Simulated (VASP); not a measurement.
Runs of VASP 6.6.1 on Nb. The structure is that of space group Im-3m (No. 229), or close to it. The cells are those of the table. 

```tsv
spin	cell	k mesh	smearing	gap on the mesh (eV)	pressure (GPa)	moment (μB)
off	a = 2.906 Å, angles 109.5°, 1 atom	22 × 22 × 22	fermi-dirac 0.1 eV	none	-12.1	-
collinear, ferromagnetic start	a = 2.831 Å, angles 109.5°, 1 atom	22 × 22 × 22	fermi-dirac 0.05 eV	none	0.3	0.00
off	a = 2.714 Å, angles 109.5°, 1 atom	22 × 22 × 22	fermi-dirac 0.1 eV	none	(a)	-
collinear, ferromagnetic start	a = 2.713 Å, angles 109.5°, 1 atom	22 × 22 × 22	fermi-dirac 0.05 eV	none	(b)	0.00
off	a = 2.755 Å, angles 109.5°, 1 atom	22 × 22 × 22	fermi-dirac 0.1 eV	none	(c)	-
off	a = 2.870 Å, angles 109.5°, 1 atom	22 × 22 × 22	fermi-dirac 0.1 eV	none	-6.5	-
off	a = 2.794 Å, angles 109.5°, 1 atom	22 × 22 × 22	fermi-dirac 0.1 eV	none	8.1	-
off	a = 2.832 Å, angles 109.5°, 1 atom	13 × 13 × 13	fermi-dirac 0.1 eV	none	(d)	-
collinear, ferromagnetic start	a = 2.753 Å, angles 109.5°, 1 atom	22 × 22 × 22	fermi-dirac 0.05 eV	none	17.9	0.00
off	a = 2.832 Å, angles 109.5°, 1 atom	22 × 22 × 22	fermi-dirac 0.1 eV	none	0.1	-
off	a = 2.941 Å, angles 109.5°, 1 atom	22 × 22 × 22	fermi-dirac 0.1 eV	none	-16.6	-
```

Alike in all rows: task single point; level PBEsol; potentials or basis VASP PAW PBE potentials, release 64 (Nb_sv); cutoff (eV) 520.

Question: Fill in the values left out.

Answer: (a) 29.4; (b) 29.5; (c) 17.8; (d) -0.3.

Caveats: the PAW data sets were made with another functional, which shifts forces and pressure a little.

A k mesh can miss the band edges, and the runs leave out spin-orbit coupling on Nb.

A gap of «none» marks levels without a gap at the run's occupations.
